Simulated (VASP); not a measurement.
# Ir (Pm-3m) in VASP: further runs

The runs below take Ir through single point, with PBE.

All numbers are computed with VASP 6.6.1; they aren't measurements. Logs are shortened: lines on timing, memory, paths and dates and some standing lists are left out, and cuts for length are marked.

### 1 The cell of the first run

It takes space group Pm-3m (No. 221, cubic). The conventional cell has a = 2.571 Å, b = 2.571 Å, c = 2.571 Å, α = 90.00°, β = 90.00°, γ = 90.00°. Within 3.4 Å of Ir (site symmetry m-3m) lie 6 Ir at 2.57 Å.

### 2 Single point, PBE

INCAR reads:

```
  ALGO = Normal
  EDIFF = 1E-6
  ENCUT = 520
  GGA = PE
  ISIF = 2
  ISMEAR = -1
  LASPH = T
  LCHARG = F
  LREAL = F
  LWAVE = F
  NBANDS = 10
  NELM = 60
  PREC = Accurate
  SIGMA = 0.05
```

KPOINTS reads:

```
k-points
0
Gamma
  19 19 19
```

POSCAR reads:

```
Ir
1.0
    2.5708734564      0.0000000000      0.0000000000
    0.0000000000      2.5708734564      0.0000000000
    0.0000000000      0.0000000000      2.5708734564
Ir
1
Direct
    0.0000000000      0.0000000000      0.0000000000
```

Potentials or basis: VASP PAW PBE potentials, release 64 (Ir).

The run is started by

```sh
$ cat potpaw_PBE.64/Ir/POTCAR > POTCAR
$ mpirun -np 1 vasp_std > vasp.out
```

OUTCAR:

```text
EDIFF = 1E-6
   ENCUT = 520
   GGA = PE
   ISIF = 2
   ISMEAR = -1
   LASPH = T
   LREAL = F
   NELM = 60
   PREC = Accurate

 ion  position               nearest neighbor table
   1  0.000  0.000  0.000-

  LATTYP: Found a simple cubic cell.
 ALAT       =     2.5708734564

  Lattice vectors:

 A1 = (   2.5708734564,   0.0000000000,   0.0000000000)
 A2 = (   0.0000000000,   2.5708734564,   0.0000000000)
 A3 = (   0.0000000000,   0.0000000000,   2.5708734564)

Analysis of symmetry for initial positions (statically):
=====================================================================
 Subroutine PRICEL returns:
 Original cell was already a primitive cell.

 Routine SETGRP: Setting up the symmetry group for a
 simple cubic supercell.

 Subroutine GETGRP returns: Found 48 space group operations
 (whereof 48 operations were pure point group operations)
 out of a pool of 48 trial point group operations.

The static configuration has the point symmetry O_h .

Analysis of symmetry for dynamics (positions and initial velocities):
=====================================================================
 Subroutine PRICEL returns:
 Original cell was already a primitive cell.

 Routine SETGRP: Setting up the symmetry group for a
 simple cubic supercell.

 Subroutine GETGRP returns: Found 48 space group operations
 (whereof 48 operations were pure point group operations)
 out of a pool of 48 trial point group operations.

The dynamic configuration has the point symmetry O_h .

 Subroutine INISYM returns: Found 48 space group operations
 (whereof 48 operations are pure point group operations),
 and found     1 'primitive' translations

----------------------------------------------------------------------------------------

                                     Primitive cell

  volume of cell :      16.9919

  direct lattice vectors                    reciprocal lattice vectors
     2.570873456  0.000000000  0.000000000     0.388972860  0.000000000  0.000000000
     0.000000000  2.570873456  0.000000000     0.000000000  0.388972860  0.000000000
     0.000000000  0.000000000  2.570873456     0.000000000  0.000000000  0.388972860

  length of vectors
     2.570873456  2.570873456  2.570873456     0.388972860  0.388972860  0.388972860

  position of ions in fractional coordinates (direct lattice)
     0.000000000  0.000000000  0.000000000

  ion indices of the primitive-cell ions
   primitive index   ion index
                 1           1

----------------------------------------------------------------------------------------

 KPOINTS: k-points

Automatic generation of k-mesh.
 Grid dimensions read from file:
 generate k-points for:   19   19   19

 Generating k-lattice:

  Cartesian coordinates                     Fractional coordinates (reciprocal lattice)
     0.020472256  0.000000000  0.000000000     0.052631579  0.000000000  0.000000000
     0.000000000  0.020472256  0.000000000     0.000000000  0.052631579  0.000000000
     0.000000000  0.000000000  0.020472256     0.000000000  0.000000000  0.052631579

  Length of vectors
     0.020472256  0.020472256  0.020472256

  Shift w.r.t. Gamma in fractional coordinates (k-lattice)
     0.000000000  0.000000000  0.000000000

 Subroutine IBZKPT returns following result:
 ===========================================

 Found    220 irreducible k-points:

 Following reciprocal coordinates:
            Coordinates               Weight
  0.000000  0.000000  0.000000      1.000000
  0.052632  0.000000  0.000000      6.000000
  0.105263  0.000000  0.000000      6.000000
  0.157895  0.000000  0.000000      6.000000
  0.210526  0.000000  0.000000      6.000000
  0.263158  0.000000  0.000000      6.000000
[... 16 lines left out ...]
  0.263158  0.105263  0.000000     24.000000
  0.315789  0.105263  0.000000     24.000000
 [... further k-points ...]
   k-points           NKPTS =    220   k-points in BZ     NKDIM =    220   number of bands    NBANDS=     10
   number of dos      NEDOS =    301   number of ions     NIONS =      1
   total plane-waves  NPLWV =   8000
   dimension x,y,z NGX =    20 NGY =   20 NGZ =   20
   dimension x,y,z NGXF=    40 NGYF=   40 NGZF=   40
   ions per type =               1
   NGX,Y,Z   is equivalent  to a cutoff of  12.93, 12.93, 12.93 a.u.
   NGXF,Y,Z  is equivalent  to a cutoff of  25.87, 25.87, 25.87 a.u.
 SYSTEM =  unknown system
   PREC   = accura    normal or accurate (medium, high low for compatibility)
   ISTART =      0    job   : 0-new  1-cont  2-samecut
   ICHARG =      2    charge: 1-file 2-atom 10-const
   ISPIN  =      1    spin polarized calculation?
   LNONCOLLINEAR =      F non collinear calculations
   LSORBIT =      F    spin-orbit coupling
   LASPH  =      T    aspherical Exc in radial PAW
   ENCUT  =  520.0 eV  38.22 Ry    6.18 a.u.   4.78  4.78  4.78*2*pi/ulx,y,z
   NELM   =     60;   NELMIN=  2; NELMDL= -5     # of ELM steps
   EDIFF  = 0.1E-05   stopping-criterion for ELM
   LREAL  =      F    real-space projection
   EDIFFG = 0.1E-04   stopping-criterion for IOM
   NSW    =      0    number of steps for IOM
   IBRION =     -1    ionic relax: 0-MD 1-quasi-New 2-CG
   NFREE  =      0    steps in history (QN), initial steepest desc. (CG)
   ISIF   =      2    stress and relaxation
   ISYM   =      2    0-nonsym 1-usesym 2-fastsym
   POTIM  = 0.5000    time-step for ionic-motion
   TEBEG  =    0.0;   TEEND  =   0.0 temperature during run
   PSTRESS=    0.0 pullay stress
   NELECT =       9.0000    total number of electrons
   NUPDOWN=      -1.0000    fix difference up-down
   EMIN   =  10.00;   EMAX   =-10.00  energy-range for DOS
   EFERMI =   0.00;   METHOD = LEGACY
   ISMEAR =    -1;   SIGMA  =   0.05  broadening in eV -4-tet -1-fermi 0-gaus
   EFERMI_NEDOS =   21; number of points for ismear=-14 and -15
   IALGO  =     38    algorithm
   IMIX   =      4    mixing-type and parameters
     AMIX     =   0.40;   BMIX     =  1.00
     AMIX_MAG =   1.60;   BMIX_MAG =  1.00
  volume/ion in A,a.u.               =      16.99       114.67
  Fermi-wavevector in a.u.,A,eV,Ry     =   1.324570  2.503075 23.871233  1.754486
  Thomas-Fermi vector in A             =   2.454095
   LORBIT       =      0    0 simple, 1 ext, 2 COOP (PROOUT), +10 PAW based schemes
   GGA     = PE    functional components
   LHFCALC =     F    Hartree Fock is set to
   AEXX    =    0.0000 exact exchange contribution
   IVDW    =     0    specifies the selected vdW correction
   LEPSILON=     F    determine dielectric tensor
   LRPA    =     F    only Hartree local field effects (RPA)
 non-spin polarized calculation
  energy-cutoff  :      520.00
  volume of cell :       16.99
 maximum number of plane-waves:       468
 NGX is ok and might be reduce to    20
   NGX =  9   NGY =  9   NGZ =  9

 number of electron       9.0000000 magnetization

 Free energy of the ion-electron system (eV)
  ---------------------------------------------------
  ext. energy  EPLUGINS =         0.00000000
  ---------------------------------------------------
  free energy    TOTEN  =        -7.86233212 eV

  energy without entropy =       -7.84782559  energy(sigma->0) =       -7.85507886

 E-fermi :   7.4205     XC(G=0): -12.7467

 val. band max:        7.4157853227   @ k =   0.2105   0.0526   0.0526
 cond. band min:       7.4225557224   @ k =   0.2105   0.0526   0.0526
 fundamental gap:      0.0067703996
 Fermi energy:         7.4205483136

 k-point     1 :       0.0000    0.0000    0.0000
  band No.  band energies     occupation
      1      -1.6588      2.00000
      2       1.5031      2.00000
      3       1.5031      2.00000
      4       8.7042      0.00000
      5       8.7042      0.00000
      6       8.7042      0.00000
      7      23.0063      0.00000
      8      23.0063      0.00000
      9      23.0063      0.00000
     10      28.9268      0.00000

 k-point     2 :       0.0526    0.0000    0.0000
  band No.  band energies     occupation
      1      -1.5726      2.00000
      2       1.5210      2.00000
      3       1.5853      2.00000
      4       8.6092      0.00000
      5       8.6092      0.00000
      6       8.7113      0.00000
      7      22.4110      0.00000
      8      23.1684      0.00000
      9      23.1684      0.00000
     10      29.3455      0.00000

 k-point     3 :       0.1053    0.0000    0.0000
  band No.  band energies     occupation
      1      -1.3260      2.00000
      2       1.5732      2.00000
      3       1.8355      2.00000
      4       8.3444      0.00000
      5       8.3444      0.00000
      6       8.7322      0.00000
      7      21.0862      0.00000
      8      23.6315      0.00000
      9      23.6315      0.00000
     10      29.9241      0.00000

 k-point     4 :       0.1579    0.0000    0.0000
  band No.  band energies     occupation
      1      -0.9534      2.00000
      2       1.6551      2.00000
      3       2.2610      2.00000
      4       7.9602      0.00004
      5       7.9602      0.00004
      6       8.7647      0.00000
      7      19.5597      0.00000
      8      24.3357      0.00000
      9      24.3357      0.00000
     10      28.5810      0.00000
[... 222 lines left out ...]
 k-point    22 :       0.2105    0.1053    0.0000
  band No.  band energies     occupation
      1      -0.1649      2.00000
      2       2.0228      2.00000
      3       2.9784      2.00000
      4       7.1152      1.99555
      5       7.5516      0.13569
      6       8.4717      0.00000
      7      18.5731      0.00000
      8      22.9776      0.00000
      9      25.8580      0.00000
     10      27.7256      0.00000

 k-point    23 :       0.2632    0.1053    0.0000
  band No.  band energies     occupation
      1       0.3038      2.00000
      2       2.1492      2.00000
      3       3.6844      2.00000
      4       6.7223      2.00000
      5       7.1133      1.99572
      6       8.5205      0.00000
      7      17.1492      0.00000
      8      23.6803      0.00000
      9      26.8053      0.00000
     10      26.8371      0.00000

 k-point    24 :       0.3158    0.1053    0.0000
  band No.  band energies     occupation
      1       0.7508      2.00000
      2       2.2769      2.00000
      3       4.3531      2.00000
      4       6.5383      2.00000
      5       6.7154      2.00000
      6       8.5691      0.00000
      7      15.8616      0.00000
      8      24.2709      0.00000
      9      26.1196      0.00000
     10      27.8467      0.00000

 [... further k-points ...]
[... 5 lines left out ...]
  --------------------------------------------------------------------------------------
  -------------------------------------------------------------------------------------
  Total        0.0212574      0.0212574      0.0212574      0.0000000     -0.0000000      0.0000000
  in kB        2.0043779      2.0043779      2.0043779      0.0000000     -0.0000000      0.0000000
  external PRESSURE =       2.0043779 kB  Pullay stress =       0.0000000 kB

 VOLUME and BASIS-vectors are now :
 -----------------------------------------------------------------------------
  energy-cutoff  :      520.00
  volume of cell :       16.99
      direct lattice vectors                 reciprocal lattice vectors
     2.570873456  0.000000000  0.000000000     0.388972860  0.000000000  0.000000000
     0.000000000  2.570873456  0.000000000     0.000000000  0.388972860  0.000000000
     0.000000000  0.000000000  2.570873456     0.000000000  0.000000000  0.388972860

 POSITION                                       TOTAL-FORCE (eV/Angst)
 -----------------------------------------------------------------------------------
      0.00000      0.00000      0.00000         0.000000      0.000000      0.000000
 -----------------------------------------------------------------------------------
    total drift:                               -0.000000      0.000000      0.000000

  FREE ENERGIE OF THE ION-ELECTRON SYSTEM (eV)
  ---------------------------------------------------
  free  energy   TOTEN  =        -7.8623321218 eV

  energy  without entropy=       -7.8478255909  energy(sigma->0) =       -7.85507886
```

Run time: 12 s. Hardware: 1 thread of Intel Xeon Platinum 8559C (Emerald Rapids), shared host; peak memory 0.15 GiB.

Results:

- Free energy: -7.8623 eV
- Pressure: 0.2 GPa

Levels at points of the mesh, in eV from the Fermi level:
| k point | band 1 | band 2 | band 3 | band 4 | band 5 | band 6 | band 7 | band 8 | band 9 |
| --- | --- | --- | --- | --- | --- | --- | --- | --- | --- |
| (0.00, 0.00, 0.00) | -9.08 | -5.92 | -5.92 | 1.28 | 1.28 | 1.28 | 15.59 | 15.59 | 15.59 |

Caveat: spin-orbit coupling is left out, which moves the levels of the heavy elements.

### 3 Single point, PBE

INCAR reads:

```
SYSTEM = Ir
  PREC = Accurate
  ENCUT = 520
  EDIFF = 1E-6
  ISMEAR = -1
  SIGMA = 0.05
  LREAL = .FALSE.
  LASPH = .TRUE.
  NELM = 60
  ALGO = Normal
  ISIF = 2
  LWAVE = .FALSE.
  LCHARG = .FALSE.
  GGA = PE
  NBANDS = 10
```

KPOINTS reads:

```
Automatic mesh
0
G
  18 18 18
  0 0 0
```

POSCAR reads:

```
Ir
1.0
    2.5701960434      0.0000000000      0.0000000000
    0.0000000000      2.5701960434      0.0000000000
    0.0000000000      0.0000000000      2.5701960434
Ir
1
Direct
    0.0000000000      0.0000000000      0.0000000000
```

Potentials or basis: VASP PAW PBE potentials, release 64 (Ir).

The run is started by

```sh
$ cat potpaw_PBE.64/Ir/POTCAR > POTCAR
$ mpirun -np 1 vasp_std > vasp.out
```

Run time: 12 s. Hardware: 1 thread of Intel Xeon Platinum 8559C (Emerald Rapids), shared host; peak memory 0.15 GiB.

The run converged. Its results:

```
Free energy : -7.8672 eV
Pressure    : 0.2 GPa
```

Levels at points of the mesh, in eV from the Fermi level:
| k point | band 1 | band 2 | band 3 | band 4 | band 5 | band 6 | band 7 | band 8 |
| --- | --- | --- | --- | --- | --- | --- | --- | --- |
| (0.00, 0.00, 0.00) | -9.08 | -5.93 | -5.93 | 1.28 | 1.28 | 1.28 | 15.59 | 15.59 |
| (0.50, 0.00, 0.00) | -6.14 | -5.21 | -1.44 | -1.44 | -0.88 | 1.56 | 5.87 | 16.36 |
| (0.50, 0.50, 0.00) | -6.35 | -4.68 | -0.93 | -0.93 | 3.32 | 4.53 | 4.53 | 11.28 |
| (0.50, 0.50, 0.50) | -5.12 | -5.12 | -5.12 | 3.51 | 3.51 | 9.32 | 10.74 | 10.74 |

Caveat: spin-orbit coupling is left out, which moves the levels of the heavy elements.

### 4 Single point, PBE

This run uses another cell than the first one, of 16.81 Å³/atom, 0.989 times its volume.

INCAR reads:

```
SYSTEM = Ir
ALGO = Normal
EDIFF = 1E-6
ENCUT = 520
GGA = PE
ISIF = 2
ISMEAR = -1
LASPH = .True.
LCHARG = .False.
LREAL = .False.
LWAVE = .False.
NBANDS = 10
NELM = 60
PREC = Accurate
SIGMA = 0.05
```

KPOINTS reads:

```
k-points
0
Gamma
  18 18 18
  0 0 0
```

POSCAR reads:

```
Ir
1.0
    2.5616000058      0.0000000000      0.0000000000
    0.0000000000      2.5616000058      0.0000000000
    0.0000000000      0.0000000000      2.5616000058
Ir
1
Direct
    0.0000000000      0.0000000000      0.0000000000
```

The run is started by

```sh
$ cat potpaw_PBE.64/Ir/POTCAR > POTCAR
$ mpirun -np 1 vasp_std > vasp.out
```

Wall time 13 s (1 thread of Intel Xeon Platinum 8559C (Emerald Rapids), shared host); peak memory 0.15 GiB.

Results (log left out):

```yaml
Free_energy: -7.8656 eV
Pressure: 2.7 GPa
```

Levels at points of the mesh, in eV from the Fermi level:
| k point | band 1 | band 2 | band 3 | band 4 | band 5 | band 6 | band 7 | band 8 | band 9 |
| --- | --- | --- | --- | --- | --- | --- | --- | --- | --- |
| (0.00, 0.00, 0.00) | -9.17 | -6.01 | -6.01 | 1.31 | 1.31 | 1.31 | 15.66 | 15.66 | 15.66 |
| (0.50, 0.00, 0.00) | -6.20 | -5.29 | -1.47 | -1.47 | -0.91 | 1.59 | 5.95 | 16.37 | 20.20 |
| (0.50, 0.50, 0.00) | -6.45 | -4.73 | -0.94 | -0.94 | 3.38 | 4.54 | 4.54 | 11.43 | 14.21 |
| (0.50, 0.50, 0.50) | -5.20 | -5.20 | -5.20 | 3.57 | 3.57 | 9.29 | 10.83 | 10.83 | 10.83 |

Caveat: spin-orbit coupling is left out, which moves the levels of the heavy elements.

### 5 Single point, PBE

This run uses another cell than the first one, of 17.15 Å³/atom, 1.009 times its volume.

INCAR reads:

```
ALGO = Normal ; EDIFF = 1E-7
ENCUT = 520 ; GGA = PE
ISIF = 2 ; ISMEAR = -1
LASPH = True ; LCHARG = False
LREAL = False ; LWAVE = False
NBANDS = 10 ; NELM = 60
PREC = Accurate ; SIGMA = 0.05
```

KPOINTS reads:

```
k-points
0
Gamma
  18 18 18
```

POSCAR reads:

```
Ir
1.0
    2.5787349634      0.0000000000      0.0000000000
    0.0000000000      2.5787349634      0.0000000000
    0.0000000000      0.0000000000      2.5787349634
Ir
1
Direct
    0.0000000000      0.0000000000      0.0000000000
```

The run is started by

```sh
$ cat potpaw_PBE.64/Ir/POTCAR > POTCAR
$ mpirun -np 1 vasp_std > vasp.out
```

It took 14 s on 1 thread of Intel Xeon Platinum 8559C (Emerald Rapids), shared host; peak memory 0.15 GiB.

It converged, with:

```
Free energy : -7.8662 eV
Pressure    : -2.2 GPa
```

Levels at points of the mesh, in eV from the Fermi level:
```csv
k point,band 1,band 2,band 3,band 4,band 5,band 6,band 7,band 8
"(0.00, 0.00, 0.00)",-9.00,-5.84,-5.84,1.26,1.26,1.26,15.53,15.53
"(0.50, 0.00, 0.00)",-6.07,-5.14,-1.42,-1.42,-0.84,1.53,5.78,16.35
"(0.50, 0.50, 0.00)",-6.25,-4.62,-0.91,-0.91,3.27,4.51,4.51,11.13
"(0.50, 0.50, 0.50)",-5.04,-5.04,-5.04,3.45,3.45,9.36,10.65,10.65
```

Caveat: spin-orbit coupling is left out, which moves the levels of the heavy elements.

### 6 Overview

| cell | k mesh | gap on the mesh (eV) | pressure (GPa) |
| --- | --- | --- | --- |
| a = 2.571 Å, 1 atom | 19 × 19 × 19 | none | 0.2 |
| a = 2.570 Å, 1 atom | 18 × 18 × 18 | none | 0.2 |
| a = 2.562 Å, 1 atom | 18 × 18 × 18 | none | 2.7 |
| a = 2.579 Å, 1 atom | 18 × 18 × 18 | none | -2.2 |

Alike in all rows: task single point; level PBE; potentials or basis VASP PAW PBE potentials, release 64 (Ir); no spin polarisation; cutoff (eV) 520; smearing fermi-dirac 0.05 eV.

Caveats: spin-orbit coupling is left out, which moves the levels of the heavy elements.

Total energies depend on the potentials used, so only differences within one code and one set of settings carry meaning.
